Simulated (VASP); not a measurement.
## CuI: single point with PBEsol

CuI:

```
Cu I
1.0
     0.00000    2.96913    2.96913
     2.96913    0.00000    2.96913
     2.96913    2.96913    0.00000
Cu I
1 1
Direct
  0.25000 0.25000 0.25000
  0.00000 0.00000 0.00000
```

```yaml
Program: VASP 6.6.1
Task: single point
Functional: PBEsol
Potentials_or_basis: VASP PAW PBE potentials, release 64 (Cu, I)
Cutoff: 520 eV
k_mesh: 8 × 8 × 8
Occupations: gaussian, width 0.02 eV
Spin: no spin polarisation
Dipole_correction: no
Further_INCAR_settings: ALGO = Normal; EDIFF = 1e-07; NBANDS = 16
```

- Pressure: 0.1 GPa
- Band gap on the k mesh: 1.20 eV, direct

Levels at points of the mesh, in eV from the valence-band top:
```csv
k point,band 5,band 6,band 7,band 8,band 9,band 10,band 11,band 12,band 13,band 14
"(0.00, 0.00, 0.00)",-2.15,-2.15,0.00,0.00,0.00,1.20,4.76,4.76,4.76,8.12
"(0.50, 0.00, 0.00)",-2.12,-2.12,-2.07,-0.82,-0.82,2.13,5.31,5.31,7.33,9.27
"(0.50, 0.50, 0.00)",-2.19,-2.08,-2.05,-1.75,-1.75,2.47,2.80,9.52,10.04,10.04
```

Wall time 53 s on 1 thread of AMD EPYC 7R43 64-Core Processor (Zen 3), on a shared host, peak memory 0.14 GiB.

Caveat: the PAW data sets were made with another functional, which shifts forces and pressure a little; spin-orbit coupling is left out, which moves the levels of the heavy elements. PBEsol gaps usually lie below the measured ones, often by a third to a half.
